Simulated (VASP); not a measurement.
## GaN: single point with LDA

Crystal: GaN.

```
Ga N
1.0
     0.00000    2.09050    2.09050
     2.09050    0.00000    2.09050
     2.09050    2.09050    0.00000
Ga N
1 1
Direct
  0.00000 0.00000 0.00000
  0.50000 0.50000 0.50000
```

```json
{
  "Program": "VASP 6.6.1",
  "Task": "single point",
  "Functional": "LDA",
  "Potentials or basis": "VASP PAW LDA potentials, release 64 (Ga_d, N)",
  "Cutoff": "520 eV",
  "k mesh": "14 × 14 × 14",
  "Occupations": "gaussian, width 0.02 eV",
  "Spin": "no spin polarisation",
  "Dipole correction": "no",
  "Further INCAR settings": "ALGO = Normal; EDIFF = 1e-07; NBANDS = 16"
}
```

```yaml
Pressure: 1.5 GPa
Band_gap_on_the_k_mesh: 0.62 eV, indirect (least direct gap 3.25 eV)
```

Levels at points of the mesh, in eV from the valence-band top:
```tsv
k point	band 7	band 8	band 9	band 10	band 11	band 12
(0.00, 0.00, 0.00)	-0.57	-0.57	-0.57	2.69	14.84	14.84
(0.50, 0.00, 0.00)	-8.52	-0.17	-0.17	4.80	9.08	9.08
(0.50, 0.50, 0.00)	-7.44	-3.20	-3.20	0.62	7.79	12.10
```

It took 72 s on 1 thread of AMD EPYC 7R13, with other jobs on the host, peak memory 0.12 GiB.

A k mesh can miss the band edges.
